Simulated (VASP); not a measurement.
# NaB (Fm-3m) in VASP: elastic constants with PBE

Aim: the elastic constants of NaB with PBE.

Program: VASP 6.6.1. These are calculated values, not measurements. Logs are shortened: lines on timing, memory, paths and dates and some standing lists are left out, and cuts for length are marked.

### Step 1. The cell of the first run

The structure is cubic, space group Fm-3m (No. 225). The conventional cell has a = 5.378 Å, b = 5.378 Å, c = 5.378 Å, α = 90.00°, β = 90.00°, γ = 90.00°. Na (site symmetry m-3m) has 6 B at 2.69 Å within 3.5 Å. Within 3.5 Å of B (site symmetry m-3m) lie 6 Na at 2.69 Å.

### Step 2. Elastic constants, PBE

Input file INCAR:

```
  PREC = Accurate
  ENCUT = 600
  EDIFF = 1E-8
  ISMEAR = -1
  SIGMA = 0.1
  LREAL = False
  LASPH = True
  NELM = 100
  ALGO = Normal
  ISIF = 3
  LWAVE = False
  LCHARG = True
  GGA = PE
  IBRION = 6
  NFREE = 2
  POTIM = 0.015
  NSW = 1
```

Input file KPOINTS:

```
Automatic mesh
0
Gamma
  14 14 14
```

Input file POSCAR:

```
NaB
1.0
    0.0000000000      2.6891983787      2.6891983787
    2.6891983787      0.0000000000      2.6891983787
    2.6891983787      2.6891983787      0.0000000000
Na B
1 1
Direct
    0.0000000000      0.0000000000      0.0000000000
    0.5000000000      0.5000000000      0.5000000000
```

Potentials or basis: VASP PAW PBE potentials, release 64 (Na_pv, B).

Started as:

```console
$ cat potpaw_PBE.64/Na_pv/POTCAR potpaw_PBE.64/B/POTCAR > POTCAR
$ mpirun -np 1 vasp_std > vasp.out
```

OUTCAR:

```text
PREC = Accurate
   ENCUT = 600
   EDIFF = 1E-8
   ISMEAR = -1
   LREAL = False
   LASPH = True
   NELM = 100
   ISIF = 3
   GGA = PE
   IBRION = 6
   NFREE = 2
   POTIM = 0.015
   NSW = 1

 ion  position               nearest neighbor table
   1  0.000  0.000  0.000-
   2  0.500  0.500  0.500-

  LATTYP: Found a face centered cubic cell.
 ALAT       =     5.3783967574

  Lattice vectors:

 A1 = (   0.0000000000,   2.6891983787,   2.6891983787)
 A2 = (   2.6891983787,   0.0000000000,   2.6891983787)
 A3 = (   2.6891983787,   2.6891983787,   0.0000000000)

Analysis of symmetry for initial positions (statically):
=====================================================================
 Subroutine PRICEL returns:
 Original cell was already a primitive cell.

 Routine SETGRP: Setting up the symmetry group for a
 face centered cubic supercell.

 Subroutine GETGRP returns: Found 48 space group operations
 (whereof 48 operations were pure point group operations)
 out of a pool of 48 trial point group operations.

The static configuration has the point symmetry O_h .

Analysis of symmetry for dynamics (positions and initial velocities):
=====================================================================
 Subroutine PRICEL returns:
 Original cell was already a primitive cell.

 Routine SETGRP: Setting up the symmetry group for a
 face centered cubic supercell.

 Subroutine GETGRP returns: Found 48 space group operations
 (whereof 48 operations were pure point group operations)
 out of a pool of 48 trial point group operations.

The dynamic configuration has the point symmetry O_h .

 Subroutine INISYM returns: Found 48 space group operations
 (whereof 48 operations are pure point group operations),
 and found     1 'primitive' translations

----------------------------------------------------------------------------------------

                                     Primitive cell

  volume of cell :      38.8954

  direct lattice vectors                    reciprocal lattice vectors
     0.000000000  2.689198379  2.689198379    -0.185929013  0.185929013  0.185929013
     2.689198379  0.000000000  2.689198379     0.185929013 -0.185929013  0.185929013
     2.689198379  2.689198379  0.000000000     0.185929013  0.185929013 -0.185929013

  length of vectors
     3.803100819  3.803100819  3.803100819     0.322038497  0.322038497  0.322038497

  position of ions in fractional coordinates (direct lattice)
     0.000000000  0.000000000  0.000000000
     0.500000000  0.500000000  0.500000000

  ion indices of the primitive-cell ions
   primitive index   ion index
                 1           1
                 2           2

----------------------------------------------------------------------------------------

 KPOINTS: Automatic mesh

Automatic generation of k-mesh.
 Grid dimensions read from file:
 generate k-points for:   14   14   14

 Generating k-lattice:

  Cartesian coordinates                     Fractional coordinates (reciprocal lattice)
    -0.013280644  0.013280644  0.013280644     0.071428571  0.000000000  0.000000000
     0.013280644 -0.013280644  0.013280644     0.000000000  0.071428571  0.000000000
     0.013280644  0.013280644 -0.013280644     0.000000000  0.000000000  0.071428571
[... 108 lines left out ...]

------------------------ aborting loop because EDIFF is reached ----------------------------------------

  FORCE on cell =-STRESS in cart. coord.  units (eV):
  Direction    XX          YY          ZZ          XY          YZ          ZX
  --------------------------------------------------------------------------------------
  -------------------------------------------------------------------------------------
  Total        0.0143102      0.0143102      0.0143102      0.0000000      0.0000000     -0.0000000
  in kB        0.5894649      0.5894649      0.5894649      0.0000000      0.0000000     -0.0000000
  external PRESSURE =       0.5894649 kB  Pullay stress =       0.0000000 kB
[... 89 lines left out ...]
  FREE ENERGIE OF THE ION-ELECTRON SYSTEM (eV)
  ---------------------------------------------------
  free  energy   TOTEN  =        -4.3232051348 eV

  energy  without entropy=       -4.2876524333  energy(sigma->0) =       -4.30542878

[... ionic steps 4 to 14 ...]

--------------------------------------- Ionic step       15  -------------------------------------------

 number of electron       9.9999997 magnetization

------------------------ aborting loop because EDIFF is reached ----------------------------------------
[... 67 lines left out ...]
--------------------------------------- Ionic step       17  -------------------------------------------

 number of electron       9.9999995 magnetization

 Free energy of the ion-electron system (eV)
  ---------------------------------------------------
  ext. energy  EPLUGINS =         0.00000000
  ---------------------------------------------------
  free energy    TOTEN  =        -4.32537253 eV

  energy without entropy =       -4.28944035  energy(sigma->0) =       -4.30740644

 E-fermi :   0.7366     XC(G=0):  -8.2983

 val. band max:        0.6912576214   @ k =   0.0000  -0.4286   0.2857
 cond. band min:       0.7387845011   @ k =   0.3571   0.1429  -0.2143
 fundamental gap:      0.0475268797
 Fermi energy:         0.7366085990

 k-point     1 :       0.0000    0.0000    0.0000
  band No.  band energies     occupation
      1     -22.3128      2.00000
      2     -22.3127      2.00000
      3     -22.3127      2.00000
      4      -6.4121      2.00000
      5       3.0931      0.00000
      6       3.0931      0.00000
      7       3.0931      0.00000
      8       8.0944      0.00000
      9      10.9460      0.00000
[... 265 lines left out ...]
 k-point    24 :       0.2857    0.1429    0.0000
  band No.  band energies     occupation
      1     -22.3324      2.00000
      2     -22.3178      2.00000
      3     -22.3171      2.00000
      4      -5.5681      2.00000
      5       1.0699      0.06891
      6       2.4530      0.00000
      7       2.4776      0.00000
      8       8.5682      0.00000
      9       9.5874      0.00000

 [... further k-points ...]

------------------------ aborting loop because EDIFF is reached ----------------------------------------

  FORCE on cell =-STRESS in cart. coord.  units (eV):
  Direction    XX          YY          ZZ          XY          YZ          ZX
  --------------------------------------------------------------------------------------
  -------------------------------------------------------------------------------------
  Total        0.0168135      0.0141557      0.0141557     -0.0000000     -0.0000000      0.0000000
  in kB        0.6925814      0.5831012      0.5831012     -0.0000000     -0.0000000      0.0000000
  external PRESSURE =       0.6195946 kB  Pullay stress =       0.0000000 kB
[... 17 lines left out ...]
  FREE ENERGIE OF THE ION-ELECTRON SYSTEM (eV)
  ---------------------------------------------------
  free  energy   TOTEN  =        -4.3253725316 eV

  energy  without entropy=       -4.2894403532  energy(sigma->0) =       -4.30740644

 INTERNAL STRAIN TENSORS FROM STRAINED CELLS
 ============================================

 INTERNAL STRAIN TENSOR FOR ION    1 for displacements in x,y,z  (eV/Angst):
          X           Y           Z          XY          YZ          ZX
  --------------------------------------------------------------------------------
  x    -0.00000    -0.00000    -0.00000     0.00000    -0.00000     0.00000
  y     0.00000     0.00000     0.00000    -0.00000    -0.00000     0.00000
  z     0.00000     0.00000     0.00000    -0.00000    -0.00000    -0.00000

 INTERNAL STRAIN TENSORS FROM DISPLACED ATOMS
 ============================================

 INTERNAL STRAIN TENSOR FOR ION    1 for displacements in x,y,z  (eV/Angst):
          X           Y           Z          XY          YZ          ZX
  --------------------------------------------------------------------------------
  x     0.00000     0.00000     0.00000     0.00000     0.00000     0.00000
  y     0.00000     0.00000     0.00000     0.00000     0.00000     0.00000
  z     0.00000     0.00000     0.00000     0.00000     0.00000     0.00000

 INTERNAL STRAIN TENSOR FOR ION    2 for displacements in x,y,z  (eV/Angst):
          X           Y           Z          XY          YZ          ZX
  --------------------------------------------------------------------------------
  x     0.00000     0.00000     0.00000     0.00000     0.00000     0.00000
  y     0.00000     0.00000     0.00000     0.00000     0.00000     0.00000
  z     0.00000     0.00000     0.00000     0.00000     0.00000     0.00000

 Eigenvectors and eigenvalues of the dynamical matrix
 ----------------------------------------------------

   1 f  =    8.751518 THz    54.987411 2PiTHz  291.919225 cm-1    36.193355 meV
             X         Y         Z           dx          dy          dz
      0.000000  0.000000  0.000000    -0.564306    0.000000    0.000000
      2.689198  2.689198  2.689198     0.825565    0.000000    0.000000
[... 21 lines left out ...]
   6 f/i=    0.013150 THz     0.082624 2PiTHz    0.438635 cm-1     0.054384 meV
             X         Y         Z           dx          dy          dz
      0.000000  0.000000  0.000000     0.000000    0.000000    0.825565
      2.689198  2.689198  2.689198     0.000000    0.000000    0.564306

--------------------------------------------------------------------------------------------------------

 ELASTIC MODULI CONTR FROM IONIC RELAXATION (kBar)
 Direction    XX          YY          ZZ          XY          YZ          ZX
 --------------------------------------------------------------------------------
 XX           0.0000      0.0000      0.0000      0.0000      0.0000      0.0000
 YY           0.0000      0.0000      0.0000      0.0000      0.0000      0.0000
 ZZ           0.0000      0.0000      0.0000      0.0000      0.0000      0.0000
 XY           0.0000      0.0000      0.0000      0.0000      0.0000      0.0000
 YZ           0.0000      0.0000      0.0000      0.0000      0.0000      0.0000
 ZX           0.0000      0.0000      0.0000      0.0000      0.0000      0.0000
 --------------------------------------------------------------------------------

 TOTAL ELASTIC MODULI (kBar)
 Direction    XX          YY          ZZ          XY          YZ          ZX
 --------------------------------------------------------------------------------
 XX         768.3018      5.4815      5.4815      0.0000      0.0000      0.0000
 YY           5.4815    768.3018      5.4815      0.0000     -0.0000     -0.0000
 ZZ           5.4815      5.4815    768.3018      0.0000      0.0000      0.0000
 XY           0.0000      0.0000      0.0000    -67.8834      0.0000      0.0000
 YZ           0.0000     -0.0000      0.0000      0.0000    -67.8834      0.0000
 ZX           0.0000     -0.0000      0.0000      0.0000      0.0000    -67.8834
 --------------------------------------------------------------------------------
```

Run time: 17 min. Hardware: 1 thread of Intel Xeon 6975P-C (Granite Rapids), shared host; peak memory 0.62 GiB.

What came out:

```yaml
Elastic_constants_C11_C12_C44: 77, 1, -7 GPa
Voigt_bulk_modulus: 26 GPa
Highest_phonon_frequency_at_Γ: 292 cm⁻¹
```

Phonon frequencies in cm⁻¹ (negative: imaginary):
```csv
q point,frequencies
"(0.000, 0.000, 0.000)",0 0 0 292 292 292
```

Elastic tensor in Voigt notation (GPa, in the Cartesian axes of the cell as first typed):
```
77  1  1  0  0  0
 1 77  1  0  0  0
 1  1 77  0  0  0
 0  0  0 -7  0  0
 0  0  0  0 -7  0
 0  0  0  0  0 -7
```

Clamped-ion elastic tensor (GPa):
```
77  1  1  0  0  0
 1 77  1  0  0  0
 1  1 77  0  0  0
 0  0  0 -7  0  0
 0  0  0  0 -7  0
 0  0  0  0  0 -7
```

Caveat: the elastic tensor has a negative eigenvalue, so either the cell is unstable as it stands or the mesh is too thin.
